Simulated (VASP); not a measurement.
# ZrTi2B3 (Amm2) in VASP: single point with PBE

Aim: the single point of ZrTi2B3 with PBE.

Program: VASP 6.6.1. These are calculated values, not measurements. Logs are shortened: lines on timing, memory, paths and dates and some standing lists are left out, and cuts for length are marked.

### 1 The cell of the first run

The structure is orthorhombic, space group Amm2 (No. 38). Conventional cell: a = 3.637 Å, b = 4.651 Å, c = 8.864 Å, α = 90.00°, β = 90.00°, γ = 90.00°. Within 3.2 Å of Zr (site symmetry mm2) lie 6 B at 2.45 to 2.58 Å and 6 Ti at 3.04 to 3.11 Å. Ti (site symmetry mm2) has 6 B at 2.15 to 2.32 Å and 2 Ti at 2.75 Å within 2.8 Å. Within 3.2 Å of Ti (site symmetry mm2) lie 6 B at 2.36 to 2.57 Å and 3 Ti at 2.75 to 2.96 Å and 4 Zr at 3.11 Å. Within 2.6 Å of B (site symmetry m) lie 2 B at 1.82 to 2.01 Å and 4 Ti at 2.32 to 2.36 Å and 2 Zr at 2.45 to 2.58 Å. Within 2.7 Å of B (site symmetry mm2) lie 2 B at 2.01 Å and 4 Ti at 2.15 to 2.57 Å and 2 Zr at 2.48 Å.

### 2 Single point, PBE

INCAR

```
SYSTEM = ZrTi2B3
PREC = Accurate ; ENCUT = 520
EDIFF = 1E-7 ; ISMEAR = 0
SIGMA = 0.1 ; LREAL = .FALSE.
LASPH = .TRUE. ; NELM = 60
ALGO = Normal ; ISIF = 2
LWAVE = .FALSE. ; LCHARG = .FALSE.
GGA = PE ; NBANDS = 32
```

KPOINTS

```
regular mesh
0
G
  8 8 8
  0 0 0
```

POSCAR

```
ZrTi2B3
1.0
    3.6367701568      0.0000000000      0.0000000000
    0.0000000000      2.3252602572      4.4318046500
    0.0000000000     -2.3252602572      4.4318046500
Zr Ti B
1 2 3
Direct
    0.5000000000      0.9624742300      0.9624742300
    0.0000000000      0.6873782836      0.6873782836
    0.0000000000      0.3534680780      0.3534680780
    0.5000000000      0.0239252189      0.4146606695
    0.5000000000      0.5584602141      0.5584602141
    0.5000000000      0.4146606695      0.0239252189
```

Potentials or basis: VASP PAW PBE potentials, release 64 (Zr_sv, Ti_sv, B).

On the command line:

```
$ cat potpaw_PBE.64/Zr_sv/POTCAR potpaw_PBE.64/Ti_sv/POTCAR potpaw_PBE.64/B/POTCAR > POTCAR
$ mpirun -np 1 vasp_std > vasp.out
```

OUTCAR:

```text
SYSTEM = ZrTi2B3
   PREC = Accurate
   ENCUT = 520
   EDIFF = 1E-7
   ISMEAR = 0
   LREAL = .FALSE.
   LASPH = .TRUE.
   NELM = 60
   ISIF = 2
   GGA = PE

 ion  position               nearest neighbor table
   1  0.500  0.962  0.962-   4 2.45   6 2.45   5 2.48   5 2.48   4 2.58   6 2.58   2 3.04   2 3.04
                             3 3.11   3 3.11   3 3.11   3 3.11
   2  0.000  0.687  0.687-   5 2.15   5 2.15   6 2.32   4 2.32   4 2.32   6 2.32   3 2.75   3 2.75
                             1 3.04   1 3.04
   3  0.000  0.353  0.353-   4 2.36   6 2.36   4 2.36   6 2.36   2 2.75   2 2.75   1 3.11   1 3.11
                             1 3.11   1 3.11
   4  0.500  0.024  0.415-   6 1.82   5 2.01   2 2.32   2 2.32   3 2.36   3 2.36   1 2.45   1 2.58

   5  0.500  0.558  0.558-   4 2.01   6 2.01   2 2.15   2 2.15   1 2.48   1 2.48
   6  0.500  0.415  0.024-   4 1.82   5 2.01   2 2.32   2 2.32   3 2.36   3 2.36   1 2.45   1 2.58

  LATTYP: Found a base centered orthorhombic cell.
 ALAT       =     4.6505205144
 B/A-ratio  =     1.9059391895
 C/A-ratio  =     0.7820135715

  Lattice vectors:

 A1 = (   0.0000000000,   2.3252602572,  -4.4318046500)
 A2 = (   0.0000000000,   2.3252602572,   4.4318046500)
 A3 = (   3.6367701568,   0.0000000000,   0.0000000000)

Analysis of symmetry for initial positions (statically):
=====================================================================
 Subroutine PRICEL returns:
 Original cell was already a primitive cell.

 Routine SETGRP: Setting up the symmetry group for a
 base centered orthorhombic supercell.

 Subroutine GETGRP returns: Found  4 space group operations
 (whereof  4 operations were pure point group operations)
 out of a pool of  8 trial point group operations.

The static configuration has the point symmetry C_2v.

Analysis of symmetry for dynamics (positions and initial velocities):
=====================================================================
 Subroutine PRICEL returns:
 Original cell was already a primitive cell.

 Routine SETGRP: Setting up the symmetry group for a
 base centered orthorhombic supercell.

 Subroutine GETGRP returns: Found  4 space group operations
 (whereof  4 operations were pure point group operations)
 out of a pool of  8 trial point group operations.

The dynamic configuration has the point symmetry C_2v.

 Subroutine INISYM returns: Found  4 space group operations
 (whereof  4 operations are pure point group operations),
 and found     1 'primitive' translations

----------------------------------------------------------------------------------------

                                     Primitive cell

[... 104 lines left out ...]
   ISIF   =      2    stress and relaxation
   ISYM   =      2    0-nonsym 1-usesym 2-fastsym
   POTIM  = 0.5000    time-step for ionic-motion
   TEBEG  =    0.0;   TEEND  =   0.0 temperature during run
   PSTRESS=    0.0 pullay stress
   NELECT =      45.0000    total number of electrons
   NUPDOWN=      -1.0000    fix difference up-down
   EMIN   =  10.00;   EMAX   =-10.00  energy-range for DOS
   EFERMI =   0.00;   METHOD = LEGACY
   ISMEAR =     0;   SIGMA  =   0.10  broadening in eV -4-tet -1-fermi 0-gaus
   EFERMI_NEDOS =   21; number of points for ismear=-14 and -15
   IALGO  =     38    algorithm
   IMIX   =      4    mixing-type and parameters
     AMIX     =   0.40;   BMIX     =  1.00
     AMIX_MAG =   1.60;   BMIX_MAG =  1.00
  volume/ion in A,a.u.               =      12.49        84.30
  Fermi-wavevector in a.u.,A,eV,Ry     =   1.381061  2.609828 25.950809  1.907331
  Thomas-Fermi vector in A             =   2.505881
   LORBIT       =      0    0 simple, 1 ext, 2 COOP (PROOUT), +10 PAW based schemes
   GGA     = PE    functional components
   LHFCALC =     F    Hartree Fock is set to
   AEXX    =    0.0000 exact exchange contribution
   IVDW    =     0    specifies the selected vdW correction
   LEPSILON=     F    determine dielectric tensor
   LRPA    =     F    only Hartree local field effects (RPA)
 non-spin polarized calculation
 Gauss-broadening in eV      SIGMA  =   0.10
  energy-cutoff  :      520.00
  volume of cell :       74.95
 maximum number of plane-waves:      2034
 NGX is ok and might be reduce to    28
   NGX = 13   NGY = 19   NGZ = 19

 number of electron      45.0000001 magnetization

 Free energy of the ion-electron system (eV)
  ---------------------------------------------------
  ext. energy  EPLUGINS =         0.00000000
  ---------------------------------------------------
  free energy    TOTEN  =       -46.99455786 eV

  energy without entropy =      -46.98013843  energy(sigma->0) =      -46.98734815

 E-fermi :   8.1522     XC(G=0): -11.7575

 val. band max:        8.1438644774   @ k =   0.3750  -0.3750   0.1250
 cond. band min:       8.1839600087   @ k =   0.1250  -0.3750   0.3750
 fundamental gap:      0.0400955314
 Fermi energy:         8.1521905863

 k-point     1 :       0.0000    0.0000    0.0000
  band No.  band energies     occupation
      1     -48.2481      2.00000
      2     -48.0200      2.00000
      3     -40.2670      2.00000
      4     -24.6206      2.00000
      5     -24.5811      2.00000
      6     -24.5238      2.00000
[... 829 lines left out ...]
     31      11.8344      0.00000
     32      12.7706      0.00000

 [... further k-points ...]

------------------------ aborting loop because EDIFF is reached ----------------------------------------

  FORCE on cell =-STRESS in cart. coord.  units (eV):
  Direction    XX          YY          ZZ          XY          YZ          ZX
  --------------------------------------------------------------------------------------
  -------------------------------------------------------------------------------------
  Total        0.0120081     -0.0175924     -0.0027934      0.0000000      0.0000000      0.0000000
  in kB        0.2566776     -0.3760434     -0.0597102      0.0000000      0.0000000      0.0000000
  external PRESSURE =      -0.0596920 kB  Pullay stress =       0.0000000 kB

 VOLUME and BASIS-vectors are now :
 -----------------------------------------------------------------------------
  energy-cutoff  :      520.00
  volume of cell :       74.95
      direct lattice vectors                 reciprocal lattice vectors
     3.636770157  0.000000000  0.000000000     0.274969260  0.000000000  0.000000000
     0.000000000  2.325260257  4.431804650     0.000000000  0.215029693  0.112820857
     0.000000000 -2.325260257  4.431804650     0.000000000 -0.215029693  0.112820857

 POSITION                                       TOTAL-FORCE (eV/Angst)
 -----------------------------------------------------------------------------------
      1.81839      0.00000      8.53100         0.000000     -0.000000     -0.007058
      0.00000      0.00000      6.09265         0.000000     -0.000000      0.007174
      0.00000      0.00000      3.13300         0.000000     -0.000000      0.008370
      1.81839     -0.90856      1.94373         0.000000     -0.003791     -0.006925
      1.81839      0.00000      4.94997         0.000000     -0.000000      0.005364
      1.81839      0.90856      1.94373         0.000000      0.003791     -0.006925
 -----------------------------------------------------------------------------------
    total drift:                                0.000000      0.000000      0.000042

  FREE ENERGIE OF THE ION-ELECTRON SYSTEM (eV)
  ---------------------------------------------------
  free  energy   TOTEN  =       -46.9945578600 eV

  energy  without entropy=      -46.9801384306  energy(sigma->0) =      -46.98734815
```

stdout:

```text
POSCAR found type information on POSCAR ZrTiB
 POSCAR found :  3 types and       6 ions
 scaLAPACK will be used
 LDA part: xc-table for (Slater+PW92), standard interpolation
 POSCAR, INCAR and KPOINTS ok, starting setup
 FFT: planning ... GRIDC
 FFT: planning ... GRID_SOFT
 FFT: planning ... GRID
 WAVECAR not read
 entering main loop
```

It took 14 min on 1 thread of AMD EPYC 7R43 (Zen 3), shared host; peak memory 0.35 GiB.

What came out:

```
Free energy            : -46.9946 eV
Pressure               : 0.0 GPa
Largest force          : 0.008 eV/Å
Band gap on the k mesh : zero (an odd number of electrons rules out a gap without spin polarisation)
```

Forces in eV/Å, atoms in the order of the input:
```
Zr   0.000  0.000 -0.007
Ti   0.000  0.000  0.007
Ti   0.000  0.000  0.008
B    0.000 -0.004 -0.007
B    0.000  0.000  0.005
B    0.000  0.004 -0.007
```

The gap in the log of VASP goes by the Fermi energy; the results here count the filled bands.